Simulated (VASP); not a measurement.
Set up this calculation in VASP 6.6.1, as the native input.

| Property | Result |
| --- | --- |
| Task | single point |
| Functional | PBEsol |
| Potentials or basis | VASP PAW PBE potentials, release 64 (Y_sv, Sn_d) |
| Cutoff | 520 eV |
| k mesh | 8 × 8 × 8 |
| Occupations | fermi-dirac, width 0.05 eV |
| Spin | no spin polarisation |
| Dipole correction | no |
| Further INCAR settings | ALGO = Normal; EDIFF = 1e-06; NBANDS = 34 |

The structure of YSn3 lies in POSCAR:

```
YSn3
1.0
    4.6815017750      0.0000000000      0.0000000000
    0.0000000000      4.6815017750      0.0000000000
    0.0000000000      0.0000000000      4.6815017750
Y Sn
1 3
Direct
    0.0000000000      0.0000000000      0.0000000000
    0.0000000000      0.5000000000      0.5000000000
    0.5000000000      0.0000000000      0.5000000000
    0.5000000000      0.5000000000      0.0000000000
```

This cell differs from its parent crystal: volume scaled by 1.01.

One way to write it, as run:

INCAR

```
SYSTEM = YSn3
  ALGO = Normal
  EDIFF = 1E-6
  ENCUT = 520
  GGA = PS
  ISIF = 2
  ISMEAR = -1
  LASPH = .TRUE.
  LCHARG = .FALSE.
  LREAL = .FALSE.
  LWAVE = .FALSE.
  NBANDS = 34
  NELM = 80
  PREC = Accurate
  SIGMA = 0.05
```

KPOINTS

```
k-points
0
G
  8 8 8
  0 0 0
```

Potentials or basis: VASP PAW PBE potentials, release 64 (Y_sv, Sn_d).

The run is started by

```console
$ cat potpaw_PBE.64/Y_sv/POTCAR potpaw_PBE.64/Sn_d/POTCAR > POTCAR
$ mpirun -np 1 vasp_std > vasp.out
```

Results of the run:

```yaml
Pressure: -1.5 GPa
```

Caveat: the PAW data sets were made with another functional, which shifts forces and pressure a little.

Run time: 41 s on 1 thread of Intel(R) Xeon(R) 6975P-C (Granite Rapids), on a shared host, peak memory 0.27 GiB.
